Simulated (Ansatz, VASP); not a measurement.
# Mg3Sn2N2 in VASP and in Ansatz

```xyz
7
Lattice="3.2874 -3.6062 0.0000 3.2874 3.6062 0.0000 0.0000 0.0000 7.6255" Properties=species:S:1:pos:R:3 pbc="T T T"
Mg    3.2874    0.0000    1.5671
Mg    1.6437    1.8031    3.6629
Mg    1.6437   -1.8031    3.6629
Sn    4.9852    0.0000    6.1373
Sn    1.5896    0.0000    6.1373
N     3.2874    0.0000   -0.3732
N     0.0000    0.0000    7.4030
```

Alike in both runs: functional PBE; k mesh 4 × 4 × 3; occupations gaussian, width 0.2 eV; no spin polarisation.

Ansatz relaxed the structure, and its values are those at the end. VASP's run is a single point on that final structure, the one shown.

|  | VASP | Ansatz |
| --- | --- | --- |
| version | VASP 6.6.1 | Ansatz 0.2.0 |
| potentials or method | VASP PAW PBE potentials, release 64 (Mg, Sn_d, N), cutoff 520 eV | scalar-relativistic, plane waves, PAW |
| valence electrons in the cell | 44 | 68 |

```tsv
	VASP	Ansatz	Ansatz less VASP
gap on the k mesh at the Fermi level (eV)	none	none	-
pressure (GPa)	-0.1	0.0	+0.05
rms of the force components (eV/Å)	0.032	0.026	-0.0059
```

A gap of «none» marks a metal or a gap that the smearing closes. VASP's potentials hold 44 valence electrons a cell and Ansatz's 68, so a difference there can come from the potentials and not from the codes.
